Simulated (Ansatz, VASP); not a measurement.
# One calculation of GaN, two programs

```xyz
4
Lattice="3.1800 0.0000 0.0000 -1.5900 2.7540 0.0000 0.0000 0.0000 5.1660" Properties=species:S:1:pos:R:3 pbc="T T T"
Ga    0.0000    1.8360    0.0000
Ga    1.5900    0.9180    2.5830
N     0.0000    1.8360    1.9373
N     1.5900    0.9180    4.5203
```

Alike in both runs: task single point; functional B3LYP; k mesh 6 × 6 × 2; no spin polarisation.

|  | VASP | Ansatz |
| --- | --- | --- |
| version | VASP 6.6.1 | Ansatz 0.2.0 |
| potentials or method | VASP PAW PBE potentials, release 64 (Ga_d, N) | plane waves, PAW |
| plane-wave cutoff (eV) | 520 | 420 |
| occupations | gaussian, width 0.01 eV | fixed |
| valence electrons in the cell | 36 | 36 |

|  | VASP | Ansatz | Ansatz less VASP |
| --- | --- | --- | --- |
| gap on the k mesh at the Fermi level (eV) | 3.67 | 3.66 | -0.009 |

VASP's potentials were made for PBE, not for B3LYP.

The k mesh is coarse, so the values compare programs but aren't converged.
